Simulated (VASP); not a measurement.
# Co (Im-3m) in VASP: notebook

Co is run at these levels: PBE; tasks: single point.

Program: VASP 6.6.1. These are calculated values, not measurements. Logs are shortened: lines on timing, memory, paths and dates and some standing lists are left out, and cuts for length are marked.

## Step 1: The cell of the first run

The structure is cubic, space group Im-3m (No. 229). Conventional cell: a = 2.747 Å, b = 2.747 Å, c = 2.747 Å, α = 90.00°, β = 90.00°, γ = 90.00°. Within 3.1 Å of Co (site symmetry m-3m) lie 14 Co at 2.38 to 2.75 Å.

This isn't the form of Co at room conditions, which is hcp.

## Step 2: Single point, PBE, collinear spin, ferromagnetic start

The input, INCAR:

```
ALGO = Normal
EDIFF = 1E-6
ENCUT = 520
GGA = PE
ISIF = 2
ISMEAR = -1
ISPIN = 2
LASPH = True
LCHARG = True
LELF = True
LMAXMIX = 4
LORBIT = 11
LREAL = False
LVHAR = True
LWAVE = False
MAGMOM = 2
NBANDS = 14
NELM = 150
PREC = Accurate
SIGMA = 0.05
```

The input, KPOINTS:

```
k-points
0
Gamma
  13 13 13
```

The input, POSCAR:

```
Co
1.0
   -1.3736931920      1.3736931920      1.3736931920
    1.3736931920     -1.3736931920      1.3736931920
    1.3736931920      1.3736931920     -1.3736931920
Co
1
Direct
    0.0000000000      0.0000000000      0.0000000000
```

Potentials or basis: VASP PAW PBE potentials, release 64 (Co).

Run with:

```
> cat potpaw_PBE.64/Co/POTCAR > POTCAR
> mpirun -np 1 vasp_std > vasp.out
```

OUTCAR:

```text
EDIFF = 1E-6
   ENCUT = 520
   GGA = PE
   ISIF = 2
   ISMEAR = -1
   ISPIN = 2
   LASPH = True
   LORBIT = 11
   LREAL = False
   NELM = 150
   PREC = Accurate

 ion  position               nearest neighbor table
   1  0.000  0.000  0.000-

  LATTYP: Found a body centered cubic cell.
 ALAT       =     2.7473863840

  Lattice vectors:

 A1 = (  -1.3736931920,   1.3736931920,   1.3736931920)
 A2 = (   1.3736931920,  -1.3736931920,   1.3736931920)
 A3 = (   1.3736931920,   1.3736931920,  -1.3736931920)

Analysis of symmetry for initial positions (statically):
=====================================================================
 Subroutine PRICEL returns:
 Original cell was already a primitive cell.

 Routine SETGRP: Setting up the symmetry group for a
 body centered cubic supercell.

 Subroutine GETGRP returns: Found 48 space group operations
 (whereof 48 operations were pure point group operations)
 out of a pool of 48 trial point group operations.

The static configuration has the point symmetry O_h .

Analysis of symmetry for dynamics (positions and initial velocities):
=====================================================================
 Subroutine PRICEL returns:
 Original cell was already a primitive cell.

 Routine SETGRP: Setting up the symmetry group for a
 body centered cubic supercell.

 Subroutine GETGRP returns: Found 48 space group operations
 (whereof 48 operations were pure point group operations)
 out of a pool of 48 trial point group operations.

The dynamic configuration has the point symmetry O_h .

Analysis of structural, dynamic, and magnetic symmetry:
=====================================================================
 Subroutine PRICEL returns:
 Original cell was already a primitive cell.

 Routine SETGRP: Setting up the symmetry group for a
 body centered cubic supercell.

 Subroutine GETGRP returns: Found 48 space group operations
 (whereof 48 operations were pure point group operations)
 out of a pool of 48 trial point group operations.

The overall configuration has the point symmetry O_h .

 Subroutine INISYM returns: Found 48 space group operations
 (whereof 48 operations are pure point group operations),
 and found     1 'primitive' translations

----------------------------------------------------------------------------------------

                                     Primitive cell

  volume of cell :      10.3688

  direct lattice vectors                    reciprocal lattice vectors
    -1.373693192  1.373693192  1.373693192     0.000000000  0.363982295  0.363982295
     1.373693192 -1.373693192  1.373693192     0.363982295  0.000000000  0.363982295
[... 125 lines left out ...]
  ext. energy  EPLUGINS =         0.00000000
  ---------------------------------------------------
  free energy    TOTEN  =        -6.92539926 eV

  energy without entropy =       -6.91292052  energy(sigma->0) =       -6.91915989

 E-fermi :  11.2760     XC(G=0): -13.6748

 val. band max:       11.2758193102   @ k =   0.1538   0.1538   0.0000
 cond. band min:      11.3008812510   @ k =  -0.4615   0.4615   0.0769
 fundamental gap:      0.0250619408
 Fermi energy:        11.2760367325

 spin component 1

 k-point     1 :       0.0000    0.0000    0.0000
  band No.  band energies     occupation
      1       1.7213      1.00000
      2       8.1565      1.00000
      3       8.1565      1.00000
      4       8.1565      1.00000
      5       9.3799      1.00000
      6       9.3799      1.00000
      7      37.1215      0.00000
      8      37.1215      0.00000
      9      37.1215      0.00000
     10      42.7466      0.00000
     11      42.7466      0.00000
     12      45.1592      0.00000
     13      45.1592      0.00000
     14      45.1592      0.00000
[... 379 lines left out ...]
      3       7.7365      1.00000
      4       9.3329      1.00000
      5       9.4844      1.00000
      6      10.6106      1.00000
      7      24.7210      0.00000
      8      29.0926      0.00000
      9      31.0862      0.00000
     10      39.0338      0.00000
     11      43.3127      0.00000
     12      45.7196      0.00000
     13      46.7589      0.00000
     14      48.3676      0.00000

 [... further k-points ...]

 spin component 2

 k-point     1 :       0.0000    0.0000    0.0000
  band No.  band energies     occupation
      1       1.7659      1.00000
      2       9.6500      1.00000
      3       9.6500      1.00000
      4       9.6500      1.00000
      5      11.5916      0.00181
      6      11.5916      0.00181
      7      36.8984      0.00000
      8      36.8984      0.00000
      9      36.8984      0.00000
     10      42.8165      0.00000
     11      42.8165      0.00000
     12      45.5976      0.00000
     13      45.5976      0.00000
     14      45.5977      0.00000
[... 379 lines left out ...]
      3       8.9750      1.00000
      4      11.4122      0.06157
      5      11.7082      0.00018
      6      12.1350      0.00000
      7      25.2242      0.00000
      8      29.3277      0.00000
      9      31.5438      0.00000
     10      38.9959      0.00000
     11      43.7075      0.00000
     12      45.8668      0.00000
     13      47.7600      0.00000
     14      51.2117      0.00000

 [... further k-points ...]

------------------------ aborting loop because EDIFF is reached ----------------------------------------

  FORCE on cell =-STRESS in cart. coord.  units (eV):
  Direction    XX          YY          ZZ          XY          YZ          ZX
  --------------------------------------------------------------------------------------
  -------------------------------------------------------------------------------------
  Total        0.9729429      0.9729429      0.9729429     -0.0000000      0.0000000     -0.0000000
  in kB      150.3379710    150.3379710    150.3379710     -0.0000000      0.0000000     -0.0000000
  external PRESSURE =     150.3379710 kB  Pullay stress =       0.0000000 kB

 VOLUME and BASIS-vectors are now :
 -----------------------------------------------------------------------------
  energy-cutoff  :      520.00
  volume of cell :       10.37
      direct lattice vectors                 reciprocal lattice vectors
    -1.373693192  1.373693192  1.373693192     0.000000000  0.363982295  0.363982295
     1.373693192 -1.373693192  1.373693192     0.363982295  0.000000000  0.363982295
     1.373693192  1.373693192 -1.373693192     0.363982295  0.363982295  0.000000000

 POSITION                                       TOTAL-FORCE (eV/Angst)
 -----------------------------------------------------------------------------------
      0.00000      0.00000      0.00000        -0.000000      0.000000     -0.000000
 -----------------------------------------------------------------------------------
    total drift:                                0.000000      0.000000      0.000000

  FREE ENERGIE OF THE ION-ELECTRON SYSTEM (eV)
  ---------------------------------------------------
  free  energy   TOTEN  =        -6.9253992599 eV

  energy  without entropy=       -6.9129205216  energy(sigma->0) =       -6.91915989

 total charge

# of ion       s       p       d       tot
------------------------------------------
    1        0.507   0.571   7.281   8.360

 magnetization (x)

# of ion       s       p       d       tot
------------------------------------------
    1       -0.006  -0.049   1.739   1.683
```

OSZICAR:

```text
N       E                     dE             d eps       ncg     rms          rms(c)
DAV:   1     0.282014035919E+02    0.28201E+02   -0.37479E+03  4876   0.771E+02
DAV:   2    -0.668568394716E+01   -0.34887E+02   -0.32499E+02  5058   0.148E+02
DAV:   3    -0.785631441299E+01   -0.11706E+01   -0.11624E+01  6030   0.285E+01
DAV:   4    -0.786337240629E+01   -0.70580E-02   -0.70562E-02  5780   0.208E+00
DAV:   5    -0.786345658418E+01   -0.84178E-04   -0.84176E-04  6300   0.214E-01    0.112E+01
DAV:   6    -0.706708285928E+01    0.79637E+00   -0.99366E+00  6402   0.369E+01    0.438E+00
DAV:   7    -0.694590153706E+01    0.12118E+00   -0.92752E-01  5630   0.105E+01    0.277E+00
DAV:   8    -0.693156978182E+01    0.14332E-01   -0.12412E-02  6426   0.862E-01    0.139E+00
DAV:   9    -0.692562447960E+01    0.59453E-02   -0.55744E-03  7880   0.546E-01    0.214E-01
DAV:  10    -0.692538700919E+01    0.23747E-03   -0.36716E-04  6540   0.167E-01    0.578E-02
DAV:  11    -0.692539980764E+01   -0.12798E-04   -0.69710E-06  5518   0.270E-02    0.332E-02
DAV:  12    -0.692539925991E+01    0.54773E-06   -0.57436E-06  5344   0.155E-02
   1 F= -.69253993E+01 E0= -.69191599E+01  d E =-.124787E-01  mag=     1.6723
```

stdout:

```text
POSCAR found type information on POSCAR Co
 POSCAR found :  1 types and       1 ions
 scaLAPACK will be used
 LDA part: xc-table for (Slater+PW92), standard interpolation
 POSCAR, INCAR and KPOINTS ok, starting setup
 FFT: planning ... GRIDC
 FFT: planning ... GRID_SOFT
 FFT: planning ... GRID
 WAVECAR not read
 entering main loop
```

Wall time 15 s (1 thread of Intel Xeon Platinum 8559C (Emerald Rapids), shared host); peak memory 0.14 GiB.

Results:

```
Free energy                                           : -6.9254 eV
Pressure                                              : 15.0 GPa
Net moment                                            : 1.67 μB per cell
Site moments                                          : Co +1.68 μB
Valence electrons inside the program's atomic spheres : Co 8.36
```

Caveat: the cell stands under pressure.

## Step 3: Single point, PBE, collinear spin, ferromagnetic start

This run uses another cell than the first one, of 10.59 Å³/atom.

The input, INCAR:

```
PREC = Accurate
ENCUT = 520
EDIFF = 1E-6
ISMEAR = -1
SIGMA = 0.05
LREAL = F
LASPH = T
NELM = 150
ALGO = Normal
ISIF = 2
LWAVE = F
LCHARG = T
ISPIN = 2
MAGMOM = 2
LORBIT = 11
LMAXMIX = 4
GGA = PE
LELF = T
LVHAR = T
NBANDS = 14
```

The input, KPOINTS:

```
regular mesh
0
Gamma
  13 13 13
```

The input, POSCAR:

```
Co
1.0
   -1.3833674064      1.3833674064      1.3833674064
    1.3833674064     -1.3833674064      1.3833674064
    1.3833674064      1.3833674064     -1.3833674064
Co
1
Direct
    0.0000000000      0.0000000000      0.0000000000
```

Potentials or basis: VASP PAW PBE potentials, release 64 (Co).

Run with:

```
> cat potpaw_PBE.64/Co/POTCAR > POTCAR
> mpirun -np 1 vasp_std > vasp.out
```

OUTCAR:

```text
PREC = Accurate
   ENCUT = 520
   EDIFF = 1E-6
   ISMEAR = -1
   LREAL = F
   LASPH = T
   NELM = 150
   ISIF = 2
   ISPIN = 2
   LORBIT = 11
   GGA = PE

 ion  position               nearest neighbor table
   1  0.000  0.000  0.000-

  LATTYP: Found a body centered cubic cell.
 ALAT       =     2.7667348128

  Lattice vectors:

 A1 = (  -1.3833674064,   1.3833674064,   1.3833674064)
 A2 = (   1.3833674064,  -1.3833674064,   1.3833674064)
 A3 = (   1.3833674064,   1.3833674064,  -1.3833674064)

Analysis of symmetry for initial positions (statically):
=====================================================================
 Subroutine PRICEL returns:
 Original cell was already a primitive cell.

 Routine SETGRP: Setting up the symmetry group for a
 body centered cubic supercell.

 Subroutine GETGRP returns: Found 48 space group operations
 (whereof 48 operations were pure point group operations)
 out of a pool of 48 trial point group operations.

The static configuration has the point symmetry O_h .

Analysis of symmetry for dynamics (positions and initial velocities):
[... 606 lines left out ...]
     13      44.7724      0.00000
     14      44.7726      0.00000
[... 379 lines left out ...]
      3       8.7235      1.00000
      4      11.1036      0.05814
      5      11.3929      0.00019
      6      11.7911      0.00000
      7      24.6761      0.00000
      8      28.7804      0.00000
      9      30.8694      0.00000
     10      38.3806      0.00000
     11      42.9234      0.00000
     12      45.1187      0.00000
     13      47.0051      0.00000
     14      50.8340      0.00000

 [... further k-points ...]

------------------------ aborting loop because EDIFF is reached ----------------------------------------

  FORCE on cell =-STRESS in cart. coord.  units (eV):
  Direction    XX          YY          ZZ          XY          YZ          ZX
  --------------------------------------------------------------------------------------
  -------------------------------------------------------------------------------------
  Total        0.6278401      0.6278401      0.6278401      0.0000000     -0.0000000      0.0000000
  in kB       94.9920048     94.9920048     94.9920048      0.0000000     -0.0000000      0.0000000
  external PRESSURE =      94.9920048 kB  Pullay stress =       0.0000000 kB

 VOLUME and BASIS-vectors are now :
 -----------------------------------------------------------------------------
  energy-cutoff  :      520.00
  volume of cell :       10.59
      direct lattice vectors                 reciprocal lattice vectors
    -1.383367406  1.383367406  1.383367406     0.000000000  0.361436881  0.361436881
     1.383367406 -1.383367406  1.383367406     0.361436881  0.000000000  0.361436881
     1.383367406  1.383367406 -1.383367406     0.361436881  0.361436881  0.000000000

 POSITION                                       TOTAL-FORCE (eV/Angst)
 -----------------------------------------------------------------------------------
      0.00000      0.00000      0.00000        -0.000000      0.000000     -0.000000
 -----------------------------------------------------------------------------------
    total drift:                                0.000000      0.000000      0.000000

  FREE ENERGIE OF THE ION-ELECTRON SYSTEM (eV)
  ---------------------------------------------------
  free  energy   TOTEN  =        -6.9416429442 eV

  energy  without entropy=       -6.9288666937  energy(sigma->0) =       -6.93525482

 total charge

# of ion       s       p       d       tot
------------------------------------------
    1        0.498   0.552   7.266   8.316

 magnetization (x)

# of ion       s       p       d       tot
------------------------------------------
    1       -0.006  -0.050   1.749   1.694
```

Wall time 16 s (1 thread of Intel Xeon Platinum 8559C (Emerald Rapids), shared host); peak memory 0.13 GiB.

What came out:

| Property | Result |
| --- | --- |
| Free energy | -6.9416 eV |
| Pressure | 9.5 GPa |
| Net moment | 1.68 μB per cell |
| Site moments | Co +1.69 μB |
| Valence electrons inside the program's atomic spheres | Co 8.32 |

Levels at points of the mesh, in eV from the Fermi level:
Spin up:
| k point | band 1 | band 2 | band 3 | band 4 | band 5 | band 6 | band 7 | band 8 | band 9 | band 10 |
| --- | --- | --- | --- | --- | --- | --- | --- | --- | --- | --- |
| (0.00, 0.00, 0.00) | -9.42 | -3.08 | -3.08 | -3.08 | -1.91 | -1.91 | 25.63 | 25.63 | 25.63 | 31.10 |
Spin down:
| k point | band 1 | band 2 | band 3 | band 4 | band 5 | band 6 | band 7 | band 8 | band 9 |
| --- | --- | --- | --- | --- | --- | --- | --- | --- | --- |
| (0.00, 0.00, 0.00) | -9.39 | -1.58 | -1.58 | -1.58 | 0.32 | 0.32 | 25.40 | 25.40 | 25.40 |

Caveat: the cell stands under pressure.

## Step 4: Single point, PBE, collinear spin, ferromagnetic start

This run uses another cell than the first one, of 10.81 Å³/atom.

The input, INCAR:

```
SYSTEM = Co
PREC     = Accurate       ! precision mode
ENCUT    = 520            ! plane-wave cutoff, eV
EDIFF    = 1E-6           ! SCF threshold, eV
ISMEAR   = -1             ! smearing method
SIGMA    = 0.05           ! smearing width, eV
LREAL    = .False.        ! projectors in reciprocal space
LASPH    = .True.         ! aspherical terms in the spheres
NELM     = 150            ! most SCF steps
ALGO     = Normal         ! electronic algorithm
ISIF     = 2              ! what is computed and relaxed
LWAVE    = .False.        ! write WAVECAR
LCHARG   = .False.        ! write CHGCAR
ISPIN    = 2              ! spin polarisation
MAGMOM   = 2              ! initial moments
LORBIT   = 11             ! projections on sites
LMAXMIX  = 4              ! l up to which the mixer works
GGA      = PE             ! functional
NBANDS   = 14             ! bands
```

The input, KPOINTS:

```
regular mesh
0
Gamma
  13 13 13
  0 0 0
```

The input, POSCAR:

```
Co
1.0
   -1.3929081728      1.3929081728      1.3929081728
    1.3929081728     -1.3929081728      1.3929081728
    1.3929081728      1.3929081728     -1.3929081728
Co
1
Direct
    0.0000000000      0.0000000000      0.0000000000
```

Run with:

```
> cat potpaw_PBE.64/Co/POTCAR > POTCAR
> mpirun -np 1 vasp_std > vasp.out
```

Wall time 17 s (1 thread of Intel Xeon Platinum 8559C (Emerald Rapids), shared host); peak memory 0.14 GiB.

Results (log left out):

* Free energy: -6.9507 eV
* Pressure: 4.5 GPa
* Net moment: 1.68 μB per cell
* Site moments: Co +1.70 μB
* Valence electrons inside the program's atomic spheres: Co 8.28

Levels at points of the mesh, in eV from the Fermi level:
Spin up:
```tsv
k point	band 3	band 4	band 5	band 6	band 7	band 8
(0.00, 0.00, 0.00)	-3.04	-3.04	-1.92	-1.92	25.43	25.43
```
Spin down:
```csv
k point,band 2,band 3,band 4,band 5,band 6,band 7
"(0.00, 0.00, 0.00)",-1.55,-1.55,-1.55,0.32,0.32,25.18
```

Caveat: the cell stands under pressure.

[end of part 1 of 2]
